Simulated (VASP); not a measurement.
## Lu: relaxation of cell and atoms with r2SCAN

Crystal: Lu.

```
Lu
1.0
    -1.95411    1.95411    1.95411
     1.95411   -1.95411    1.95411
     1.95411    1.95411   -1.95411
Lu
1
Direct
  0.00000 0.00000 0.00000
```

This isn't the form of Lu at room conditions, which is hcp.

```yaml
Program: VASP 6.6.1
Task: relaxation of cell and atoms
Functional: r2SCAN
Potentials_or_basis: VASP PAW PBE potentials, release 64 (Lu)
Cutoff: 600 eV
k_mesh: 10 × 10 × 10
Occupations: fermi-dirac, width 0.05 eV
Spin: no spin polarisation
Target_pressure: 2 GPa
Dipole_correction: no
Further_INCAR_settings: ALGO = Normal; EDIFF = 1e-06; IBRION = 2; EDIFFG = -0.01; NSW = 60; ISIF = 3
```

```json
{
 "Relaxed volume": "28.47 Å³/atom",
 "Relaxed cell": "a = 3.332 Å, b = 3.332 Å, c = 3.332 Å, α = 109.47°, β = 109.47°, γ = 109.47°",
 "Space group after relaxing (to 0.1 Å)": "Im-3m (No. 229)",
 "Energy change on relaxing (the run minimises the enthalpy)": "+7.9 meV/atom",
 "Ionic steps": "4",
 "Pressure after relaxing": "2.0 GPa",
 "Band gap on the k mesh": "zero (an odd number of electrons rules out a gap without spin polarisation)"
}
```

Step by step:
| step | energy change (eV) | largest force (eV/Å) | pressure (GPa) | volume (Å³) |
| --- | --- | --- | --- | --- |
| 1 | 0.0000 | 0.0000 | -0.19 | 29.85 |
| 2 | 0.0134 | 0.0000 | 2.73 | 28.12 |
| 3 | 0.0071 | 0.0000 | 1.88 | 28.53 |
| 4 | 0.0079 | 0.0000 | 2.00 | 28.47 |

Final structure:
```
Lu
1.0
    -1.92354    1.92354    1.92354
     1.92354   -1.92354    1.92354
     1.92354    1.92354   -1.92354
Lu
1
Direct
  0.00000 0.00000 0.00000
```

Levels at points of the mesh, in eV from the Fermi level:
```tsv
k point	band 10	band 11	band 12	band 13	band 14	band 15
(0.00, 0.00, 0.00)	-5.24	-5.24	-5.22	2.49	2.49	2.49
(0.50, 0.00, 0.00)	-5.24	-5.23	-2.62	0.40	0.55	4.57
(0.50, 0.50, 0.50)	-5.23	-5.23	-1.72	-1.72	6.20	6.20
```

Run time: 4.4 min on 1 thread of Intel(R) Xeon(R) Platinum 8488C (Sapphire Rapids), on a shared host, peak memory 0.2 GiB.

Caveat: the cell is relaxed towards a set pressure, so the run minimises the enthalpy, not the energy; the PAW data sets were made with another functional, which shifts forces and pressure a little; spin-orbit coupling is left out, which moves the levels of the heavy elements.
